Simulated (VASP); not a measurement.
Write the native input for VASP 6.6.1 that does the following.

```yaml
Task: relaxation of cell and atoms
Functional: PBEsol
Potentials_or_basis: VASP PAW PBE potentials, release 64 (Pb_d)
Cutoff: 600 eV
k_mesh: 16 × 16 × 16
Occupations: fermi-dirac, width 0.15 eV
Spin: no spin polarisation
Dipole_correction: no
Further_INCAR_settings: ALGO = Fast; EDIFF = 1e-06; IBRION = 2; EDIFFG = -0.001; NSW = 80; ISIF = 3
```

The structure of Pb lies in POSCAR:

```
Pb
1.0
    0.0000000000      2.4669072726      2.4669072726
    2.4669072726      0.0000000000      2.4669072726
    2.4669072726      2.4669072726      0.0000000000
Pb
1
Direct
    0.0000000000      0.0000000000      0.0000000000
```

These files were run (other wordings do the same):

INCAR

```
PREC = Accurate
ENCUT = 600
EDIFF = 1E-6
ISMEAR = -1
SIGMA = 0.15
LREAL = F
LASPH = T
NELM = 60
ALGO = Fast
ISIF = 3
LWAVE = F
LCHARG = F
GGA = PS
IBRION = 2
NSW = 80
EDIFFG = -0.001
```

KPOINTS

```
Automatic mesh
0
Gamma
  16 16 16
```

Potentials or basis: VASP PAW PBE potentials, release 64 (Pb_d).

Command:

```console
$ cat potpaw_PBE.64/Pb_d/POTCAR > POTCAR
$ mpirun -np 1 vasp_std > vasp.out
```

Results of the run:

```yaml
Relaxed_volume: 30.04 Å³/atom
Relaxed_cell: a = 3.489 Å, b = 3.489 Å, c = 3.489 Å, α = 60.00°, β = 60.00°, γ = 60.00°
Space_group_after_relaxing_to_0.05_Å: Fm-3m (No. 225)
Energy_gained_by_relaxing: 0.0 meV/atom
Ionic_steps: 18
Pressure_after_relaxing: 0.0 GPa
Band_gap_on_the_k_mesh: zero (band 7 reaches 14.69 eV, above the bottom of band 8 at 5.48 eV)
```

Caveat: the PAW data sets were made with another functional, which shifts forces and pressure a little; spin-orbit coupling is left out, which moves the levels of the heavy elements.

Wall time 2.9 min on 1 thread of Intel(R) Xeon(R) Platinum 8259CL CPU @ 2.50GHz (Skylake/Cascade Lake), on a shared host, peak memory 0.21 GiB.
